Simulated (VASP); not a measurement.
A run of VASP 6.6.1 is set up as follows.

Contents of INCAR:

```
ALGO     = Fast           # electronic algorithm
EDIFF    = 1E-6           # SCF threshold, eV
EDIFFG   = -0.01          # ionic threshold
ENCUT    = 600            # plane-wave cutoff, eV
GGA      = PE             # functional
IBRION   = 2              # ionic algorithm
ISIF     = 3              # what is computed and relaxed
ISMEAR   = 0              # smearing method
LASPH    = T              # aspherical terms in the spheres
LCHARG   = F              # write CHGCAR
LREAL    = F              # projectors in reciprocal space
LWAVE    = F              # write WAVECAR
NELM     = 80             # most SCF steps
NSW      = 100            # ionic steps
PREC     = Accurate       # precision mode
SIGMA    = 0.1            # smearing width, eV
```

KPOINTS

```
k-points
0
Gamma
  8 8 8
```

The input POSCAR:

```
KSrAg4
1.0
    0.0000000000      4.2137695187      4.2137695187
    4.2137695187      0.0000000000      4.2137695187
    4.2137695187      4.2137695187      0.0000000000
K Sr Ag
1 1 4
Direct
    0.0000000000      0.0000000000      0.0000000000
    0.2500000000      0.2500000000      0.2500000000
    0.1250180101      0.6249939966      0.6249939966
    0.6249939966      0.1250180101      0.6249939966
    0.6249939966      0.6249939966      0.1250180101
    0.6249939966      0.6249939966      0.6249939966
```

Potentials or basis: VASP PAW PBE potentials, release 64 (K_sv, Sr_sv, Ag).

Run with:

```console
$ cat potpaw_PBE.64/K_sv/POTCAR potpaw_PBE.64/Sr_sv/POTCAR potpaw_PBE.64/Ag/POTCAR > POTCAR
$ mpirun -np 1 vasp_std > vasp.out
```

(1) Predict the band gap on the k mesh.

Answers

(1) zero (an odd number of electrons rules out a gap without spin polarisation).

Caveat: the relaxation stopped at its first step, so nothing moved.
